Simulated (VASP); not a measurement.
Crystal: In.

```
In
1.0
    -1.63624    1.63624    2.49008
     1.63624   -1.63624    2.49008
     1.63624    1.63624   -2.49008
In
1
Direct
  0.00000 0.00000 0.00000
```

This cell differs from its parent crystal: volume scaled by 1.02.

Base run:

| Item | Value |
| --- | --- |
| Program | VASP 6.6.1 |
| Functional | PBEsol |
| Potentials or basis | VASP PAW PBE potentials, release 64 (In_d) |
| Cutoff | 520 eV |
| k mesh | 11 × 11 × 11 |
| Occupations | fermi-dirac, width 0.05 eV |
| Spin | no spin polarisation |

Its results: pressure -1.7 GPa.

Q: After a change of settings the same cell gave: pressure -0.6 GPa. Which change was it?
A. functional from PBEsol to LDA; potentials or basis from VASP PAW PBE potentials, release 64 (In_d) to VASP PAW LDA potentials, release 64 (In_d)
B. functional from PBEsol to PBE; further incar settings from ALGO = Normal; EDIFF = 1e-06; NBANDS = 12 to ALGO = Fast; EDIFF = 1e-06; NBANDS = 12
C. functional from PBEsol to r2SCAN

A: C.

Caveats: the PAW data sets were made with another functional, which shifts forces and pressure a little.
